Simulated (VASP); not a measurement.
**MnO: single point with r2SCAN**

Crystal: MnO.

```
Mn O
1.0
     0.00000   -2.16946   -2.16946
     2.16946    0.00000   -2.16946
     2.16946   -2.16946    0.00000
Mn O
1 1
Direct
  0.00000 0.00000 0.00000
  0.50000 0.50000 0.50000
```

```
Program             : VASP 6.6.1
Task                : single point
Functional          : r2SCAN
Potentials or basis : VASP PAW PBE potentials, release 64 (Mn_pv, O)
Cutoff              : 660 eV
k mesh              : 16 × 16 × 16
Occupations         : gaussian, width 0.1 eV
Spin                : collinear spin, ferromagnetic start
Starting moments    : [4.41, 0.25] μB
```

| Item | Value |
| --- | --- |
| Pressure | 13.8 GPa |
| Net moment | 4.95 μB per cell |
| Site moments | Mn +4.50; O +0.25 μB |
| Valence electrons inside the program's atomic spheres | Mn 11.43; O 5.07 |

Levels at points of the mesh, in eV from the Fermi level:
Spin up:
| k point | band 9 | band 10 | band 11 | band 12 | band 13 | band 14 | band 15 | band 16 |
| --- | --- | --- | --- | --- | --- | --- | --- | --- |
| (0.00, 0.00, 0.00) | -3.80 | -3.80 | -3.23 | -3.23 | 0.08 | 14.76 | 17.50 | 17.50 |
| (0.50, 0.00, 0.00) | -2.81 | -2.28 | 0.05 | 0.05 | 4.05 | 8.89 | 12.97 | 12.97 |
| (0.50, 0.50, 0.00) | -2.77 | -2.51 | -2.51 | -2.29 | 5.93 | 8.82 | 11.18 | 15.23 |
Spin down:
```csv
k point,band 3,band 4,band 5,band 6,band 7,band 8,band 9,band 10,band 11,band 12
"(0.00, 0.00, 0.00)",-46.36,-21.50,-3.74,-3.74,-3.74,1.57,1.57,1.57,1.87,2.35
"(0.50, 0.00, 0.00)",-46.38,-20.37,-8.13,-5.37,-5.37,3.00,3.10,3.10,5.01,5.01
"(0.50, 0.50, 0.00)",-46.40,-20.44,-7.13,-4.84,-4.84,-0.37,3.07,3.41,3.63,3.63
```

Run time: 18 min on 1 thread of Oxide Virtual Turin-like Processor, with other jobs on the host, peak memory 0.25 GiB.

Caveat: the cell stands under pressure; the PAW data sets were made with another functional, which shifts forces and pressure a little; a cell with one magnetic atom can't hold antiferromagnetic order, which such compounds often take; semilocal functionals often make such compounds metallic where correlation or magnetic order opens a gap, which also shifts bond lengths. With open d or f shells a metallic result of r2SCAN can be an artefact of self-interaction; +U or a hybrid may open a gap.
